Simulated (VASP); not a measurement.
# Gd (Im-3m) in VASP: a series of runs

Gd is run at these levels: PBE; tasks: single point.

Program: VASP 6.6.1. These are calculated values, not measurements. Logs are shortened: lines on timing, memory, paths and dates and some standing lists are left out, and cuts for length are marked.

## Step 1: The cell of the first run

It takes space group Im-3m (No. 229, cubic). Conventional cell: a = 3.702 Å, b = 3.702 Å, c = 3.702 Å, α = 90.00°, β = 90.00°, γ = 90.00°. Within 4.2 Å of Gd (site symmetry m-3m) lie 14 Gd at 3.21 to 3.70 Å.

This isn't the form of Gd at room conditions, which is hcp.

## Step 2: Single point, PBE, collinear spin, ferromagnetic start (25.37 Å³/atom)

INCAR reads:

```
  PREC = Accurate
  ENCUT = 520
  EDIFF = 1E-6
  ISMEAR = -1
  SIGMA = 0.08
  LREAL = F
  LASPH = T
  NELM = 150
  ALGO = Normal
  ISIF = 2
  LWAVE = F
  LCHARG = F
  ISPIN = 2
  MAGMOM = 7
  LORBIT = 11
  LMAXMIX = 6
  GGA = PE
  NBANDS = 19
```

KPOINTS reads:

```
regular mesh
0
Gamma
  15 15 15
```

POSCAR reads:

```
Gd
1.0
   -1.8509817058      1.8509817058      1.8509817058
    1.8509817058     -1.8509817058      1.8509817058
    1.8509817058      1.8509817058     -1.8509817058
Gd
1
Direct
    0.0000000000      0.0000000000      0.0000000000
```

Potentials or basis: VASP PAW PBE potentials, release 64 (Gd).

Run with:

```
$ cat potpaw_PBE.64/Gd/POTCAR > POTCAR
$ mpirun -np 1 vasp_std > vasp.out
```

OUTCAR:

```text
PREC = Accurate
   ENCUT = 520
   EDIFF = 1E-6
   ISMEAR = -1
   LREAL = F
   LASPH = T
   NELM = 150
   ISIF = 2
   ISPIN = 2
   LORBIT = 11
   GGA = PE

 ion  position               nearest neighbor table
   1  0.000  0.000  0.000-

  LATTYP: Found a body centered cubic cell.
 ALAT       =     3.7019634116

  Lattice vectors:

 A1 = (  -1.8509817058,   1.8509817058,   1.8509817058)
 A2 = (   1.8509817058,  -1.8509817058,   1.8509817058)
 A3 = (   1.8509817058,   1.8509817058,  -1.8509817058)

Analysis of symmetry for initial positions (statically):
=====================================================================
 Subroutine PRICEL returns:
 Original cell was already a primitive cell.

 Routine SETGRP: Setting up the symmetry group for a
 body centered cubic supercell.

 Subroutine GETGRP returns: Found 48 space group operations
 (whereof 48 operations were pure point group operations)
 out of a pool of 48 trial point group operations.

The static configuration has the point symmetry O_h .

Analysis of symmetry for dynamics (positions and initial velocities):
=====================================================================
 Subroutine PRICEL returns:
 Original cell was already a primitive cell.

 Routine SETGRP: Setting up the symmetry group for a
 body centered cubic supercell.

 Subroutine GETGRP returns: Found 48 space group operations
 (whereof 48 operations were pure point group operations)
 out of a pool of 48 trial point group operations.

The dynamic configuration has the point symmetry O_h .

Analysis of structural, dynamic, and magnetic symmetry:
=====================================================================
 Subroutine PRICEL returns:
 Original cell was already a primitive cell.

 Routine SETGRP: Setting up the symmetry group for a
 body centered cubic supercell.

 Subroutine GETGRP returns: Found 48 space group operations
 (whereof 48 operations were pure point group operations)
 out of a pool of 48 trial point group operations.

The overall configuration has the point symmetry O_h .

 Subroutine INISYM returns: Found 48 space group operations
 (whereof 48 operations are pure point group operations),
 and found     1 'primitive' translations

----------------------------------------------------------------------------------------

                                     Primitive cell

  volume of cell :      25.3668

  direct lattice vectors                    reciprocal lattice vectors
    -1.850981706  1.850981706  1.850981706     0.000000000  0.270126927  0.270126927
     1.850981706 -1.850981706  1.850981706     0.270126927  0.000000000  0.270126927
     1.850981706  1.850981706 -1.850981706     0.270126927  0.270126927  0.000000000

  length of vectors
     3.205994358  3.205994358  3.205994358     0.382017164  0.382017164  0.382017164

  position of ions in fractional coordinates (direct lattice)
     0.000000000  0.000000000  0.000000000

  ion indices of the primitive-cell ions
   primitive index   ion index
                 1           1

----------------------------------------------------------------------------------------

 KPOINTS: regular mesh

Automatic generation of k-mesh.
 Grid dimensions read from file:
 generate k-points for:   15   15   15

 Generating k-lattice:

  Cartesian coordinates                     Fractional coordinates (reciprocal lattice)
     0.000000000  0.018008462  0.018008462     0.066666667  0.000000000  0.000000000
     0.018008462  0.000000000  0.018008462     0.000000000  0.066666667  0.000000000
     0.018008462  0.018008462  0.000000000     0.000000000  0.000000000  0.066666667

  Length of vectors
     0.025467811  0.025467811  0.025467811

  Shift w.r.t. Gamma in fractional coordinates (k-lattice)
     0.000000000  0.000000000  0.000000000

 Subroutine IBZKPT returns following result:
 ===========================================

 Found    120 irreducible k-points:

 Following reciprocal coordinates:
            Coordinates               Weight
  0.000000  0.000000  0.000000      1.000000
  0.066667  0.000000  0.000000     12.000000
  0.133333  0.000000  0.000000     12.000000
  0.200000  0.000000  0.000000     12.000000
  0.266667  0.000000  0.000000     12.000000
  0.333333  0.000000  0.000000     12.000000
[... 16 lines left out ...]
  0.333333  0.200000 -0.000000     48.000000
  0.400000  0.200000  0.000000     24.000000
 [... further k-points ...]
   k-points           NKPTS =    120   k-points in BZ     NKDIM =    120   number of bands    NBANDS=     19
   number of dos      NEDOS =    301   number of ions     NIONS =      1
   total plane-waves  NPLWV =  13824
   dimension x,y,z NGX =    24 NGY =   24 NGZ =   24
   dimension x,y,z NGXF=    48 NGYF=   48 NGZF=   48
   ions per type =               1
   NGX,Y,Z   is equivalent  to a cutoff of  12.45, 12.45, 12.45 a.u.
   NGXF,Y,Z  is equivalent  to a cutoff of  24.89, 24.89, 24.89 a.u.
 SYSTEM =  unknown system
   PREC   = accura    normal or accurate (medium, high low for compatibility)
   ISTART =      0    job   : 0-new  1-cont  2-samecut
   ICHARG =      2    charge: 1-file 2-atom 10-const
   ISPIN  =      2    spin polarized calculation?
   LNONCOLLINEAR =      F non collinear calculations
   LSORBIT =      F    spin-orbit coupling
   LASPH  =      T    aspherical Exc in radial PAW
   ENCUT  =  520.0 eV  38.22 Ry    6.18 a.u.   5.96  5.96  5.96*2*pi/ulx,y,z
   NELM   =    150;   NELMIN=  2; NELMDL= -5     # of ELM steps
   EDIFF  = 0.1E-05   stopping-criterion for ELM
   LREAL  =      F    real-space projection
   EDIFFG = 0.1E-04   stopping-criterion for IOM
   NSW    =      0    number of steps for IOM
   IBRION =     -1    ionic relax: 0-MD 1-quasi-New 2-CG
   NFREE  =      0    steps in history (QN), initial steepest desc. (CG)
   ISIF   =      2    stress and relaxation
   ISYM   =      2    0-nonsym 1-usesym 2-fastsym
   POTIM  = 0.5000    time-step for ionic-motion
   TEBEG  =    0.0;   TEEND  =   0.0 temperature during run
   PSTRESS=    0.0 pullay stress
   NELECT =      18.0000    total number of electrons
   NUPDOWN=      -1.0000    fix difference up-down
   EMIN   =  10.00;   EMAX   =-10.00  energy-range for DOS
   EFERMI =   0.00;   METHOD = LEGACY
   ISMEAR =    -1;   SIGMA  =   0.08  broadening in eV -4-tet -1-fermi 0-gaus
   EFERMI_NEDOS =   21; number of points for ismear=-14 and -15
   IALGO  =     38    algorithm
   IMIX   =      4    mixing-type and parameters
     AMIX     =   0.40;   BMIX     =  1.00
     AMIX_MAG =   1.60;   BMIX_MAG =  1.00
  volume/ion in A,a.u.               =      25.37       171.18
  Fermi-wavevector in a.u.,A,eV,Ry     =   1.460193  2.759364 29.009840  2.132163
  Thomas-Fermi vector in A             =   2.576671
   LORBIT       =     11    0 simple, 1 ext, 2 COOP (PROOUT), +10 PAW based schemes
   GGA     = PE    functional components
   LHFCALC =     F    Hartree Fock is set to
   AEXX    =    0.0000 exact exchange contribution
   IVDW    =     0    specifies the selected vdW correction
   LEPSILON=     F    determine dielectric tensor
   LRPA    =     F    only Hartree local field effects (RPA)
 spin polarized calculation
  energy-cutoff  :      520.00
  volume of cell :       25.37
 maximum number of plane-waves:       712
   NGX = 11   NGY = 11   NGZ = 11

 number of electron      18.0000008 magnetization       7.5588075

 Free energy of the ion-electron system (eV)
  ---------------------------------------------------
  ext. energy  EPLUGINS =         0.00000000
  ---------------------------------------------------
  free energy    TOTEN  =       -11.34878219 eV

  energy without entropy =      -11.32079811  energy(sigma->0) =      -11.33479015

 E-fermi :   4.3548     XC(G=0): -11.2224

 val. band max:        4.3295583309   @ k =  -0.2667   0.3333   0.1333
 cond. band min:       4.3751053422   @ k =   0.2667   0.2667   0.2000
 fundamental gap:      0.0455470113
 Fermi energy:         4.3548090209

 spin component 1

 k-point     1 :       0.0000    0.0000    0.0000
  band No.  band energies     occupation
      1     -40.5933      1.00000
      2     -17.2187      1.00000
      3     -17.2187      1.00000
      4     -17.2187      1.00000
      5      -0.9727      1.00000
      6      -0.2211      1.00000
[... 11 lines left out ...]
     18      16.0995      0.00000
     19      16.0995      0.00000

 k-point     2 :       0.0667    0.0000    0.0000
  band No.  band energies     occupation
      1     -40.5846      1.00000
      2     -17.2958      1.00000
      3     -17.2410      1.00000
      4     -17.2196      1.00000
      5      -0.7944      1.00000
      6      -0.2180      1.00000
[... 476 lines left out ...]
 k-point    24 :       0.4000    0.2000    0.0000
  band No.  band energies     occupation
      1     -40.3716      1.00000
      2     -18.6018      1.00000
      3     -17.9504      1.00000
      4     -17.3853      1.00000
      5      -0.1640      1.00000
      6      -0.1571      1.00000
[... 11 lines left out ...]
     18      14.2284      0.00000
     19      16.1979      0.00000

 [... further k-points ...]

 spin component 2

 k-point     1 :       0.0000    0.0000    0.0000
  band No.  band energies     occupation
      1     -37.3776      1.00000
      2     -14.7747      1.00000
      3     -14.7747      1.00000
      4     -14.7747      1.00000
      5       0.0350      1.00000
      6       4.9863      0.00037
[... 11 lines left out ...]
     18      17.2196      0.00000
     19      17.2196      0.00000

 k-point     2 :       0.0667    0.0000    0.0000
  band No.  band energies     occupation
      1     -37.3671      1.00000
      2     -14.8669      1.00000
      3     -14.8003      1.00000
      4     -14.7761      1.00000
      5       0.2253      1.00000
      6       4.9635      0.00050
[... 476 lines left out ...]
 k-point    24 :       0.4000    0.2000    0.0000
  band No.  band energies     occupation
      1     -37.1082      1.00000
      2     -16.3896      1.00000
      3     -15.6265      1.00000
      4     -14.9740      1.00000
      5       3.3642      1.00000
      6       4.7110      0.01152
[... 11 lines left out ...]
     18      15.8634      0.00000
     19      17.3912      0.00000

 [... further k-points ...]

------------------------ aborting loop because EDIFF is reached ----------------------------------------

  FORCE on cell =-STRESS in cart. coord.  units (eV):
  Direction    XX          YY          ZZ          XY          YZ          ZX
  --------------------------------------------------------------------------------------
  -------------------------------------------------------------------------------------
  Total        2.2045108      2.2045108      2.2045108     -0.0000000      0.0000000     -0.0000000
  in kB      139.2375732    139.2375732    139.2375732     -0.0000000      0.0000000     -0.0000000
  external PRESSURE =     139.2375732 kB  Pullay stress =       0.0000000 kB

 VOLUME and BASIS-vectors are now :
 -----------------------------------------------------------------------------
  energy-cutoff  :      520.00
  volume of cell :       25.37
      direct lattice vectors                 reciprocal lattice vectors
    -1.850981706  1.850981706  1.850981706     0.000000000  0.270126927  0.270126927
     1.850981706 -1.850981706  1.850981706     0.270126927  0.000000000  0.270126927
     1.850981706  1.850981706 -1.850981706     0.270126927  0.270126927  0.000000000

 POSITION                                       TOTAL-FORCE (eV/Angst)
 -----------------------------------------------------------------------------------
      0.00000      0.00000      0.00000        -0.000000     -0.000000      0.000000
 -----------------------------------------------------------------------------------
    total drift:                                0.000000      0.000000      0.000000

  FREE ENERGIE OF THE ION-ELECTRON SYSTEM (eV)
  ---------------------------------------------------
  free  energy   TOTEN  =       -11.3487821918 eV

  energy  without entropy=      -11.3207981105  energy(sigma->0) =      -11.33479015

 total charge

# of ion       s       p       d       f       tot
--------------------------------------------------
    1        2.088   5.542   0.761   6.970  15.361

 magnetization (x)

# of ion       s       p       d       f       tot
--------------------------------------------------
    1        0.006  -0.053   0.262   6.802   7.016
```

It took 5 min on 1 thread of Oxide Virtual Turin-like, shared host; peak memory 0.2 GiB.

Results:

```yaml
Free_energy: -11.3488 eV
Pressure: 13.9 GPa
Net_moment: 7.56 μB per cell
Site_moments: Gd +7.02 μB
Valence_electrons_inside_the_program's_atomic_spheres: Gd 15.36
```

Levels at points of the mesh, in eV from the Fermi level:
Spin up:
| k point | band 9 | band 10 | band 11 | band 12 | band 13 | band 14 | band 15 | band 16 | band 17 | band 18 |
| --- | --- | --- | --- | --- | --- | --- | --- | --- | --- | --- |
| (0.00, 0.00, 0.00) | -4.32 | -4.32 | -4.32 | -4.25 | 1.48 | 1.48 | 1.48 | 4.40 | 4.40 | 11.74 |
Spin down:
```tsv
k point	band 1	band 2	band 3	band 4	band 5	band 6	band 7	band 8	band 9	band 10
(0.00, 0.00, 0.00)	-41.73	-19.13	-19.13	-19.13	-4.32	0.63	0.63	0.63	1.16	1.16
```

Caveat: the cell stands under pressure; spin-orbit coupling is left out, which moves the levels of the heavy elements; semilocal functionals describe open f shells poorly, which spoils levels, moments and volumes. The state reached can hang on the start; a lower one may exist.

## Step 3: Single point, PBE, collinear spin, ferromagnetic start (25.37 Å³/atom)

INCAR reads:

```
SYSTEM = Gd
PREC     = Accurate       ! precision mode
ENCUT    = 520            ! plane-wave cutoff, eV
EDIFF    = 1E-6           ! SCF threshold, eV
ISMEAR   = -1             ! smearing method
SIGMA    = 0.08           ! smearing width, eV
LREAL    = .False.        ! projectors in reciprocal space
LASPH    = .True.         ! aspherical terms in the spheres
NELM     = 150            ! most SCF steps
ALGO     = Normal         ! electronic algorithm
ISIF     = 2              ! what is computed and relaxed
LWAVE    = .False.        ! write WAVECAR
LCHARG   = .True.         ! write CHGCAR
ISPIN    = 2              ! spin polarisation
MAGMOM   = 7              ! initial moments
LORBIT   = 11             ! projections on sites
LMAXMIX  = 6              ! l up to which the mixer works
GGA      = PE             ! functional
LELF     = .True.         ! ELF
LVHAR    = .True.       
NBANDS   = 19             ! bands
```

KPOINTS reads:

```
Automatic mesh
0
Gamma
  15 15 15
  0 0 0
```

POSCAR is that of step 2.

Potentials or basis: VASP PAW PBE potentials, release 64 (Gd).

Run with:

```
$ cat potpaw_PBE.64/Gd/POTCAR > POTCAR
$ mpirun -np 1 vasp_std > vasp.out
```

Run time: 5 min. Hardware: 1 thread of Oxide Virtual Turin-like, shared host; peak memory 0.2 GiB.

The run converged. Its results:

- Free energy: -11.3488 eV
- Pressure: 13.9 GPa
- Net moment: 7.56 μB per cell
- Site moments: Gd +7.02 μB
- Valence electrons inside the program's atomic spheres: Gd 15.36

Levels at points of the mesh, in eV from the Fermi level:
Spin up:
```csv
k point,band 10,band 11,band 12,band 13,band 14,band 15,band 16,band 17
"(0.00, 0.00, 0.00)",-4.32,-4.32,-4.25,1.48,1.48,1.48,4.40,4.40
```
Spin down:
```csv
k point,band 3,band 4,band 5,band 6,band 7,band 8
"(0.00, 0.00, 0.00)",-19.13,-19.13,-4.32,0.63,0.63,0.63
```

Caveat: the cell stands under pressure; spin-orbit coupling is left out, which moves the levels of the heavy elements; semilocal functionals describe open f shells poorly, which spoils levels, moments and volumes.
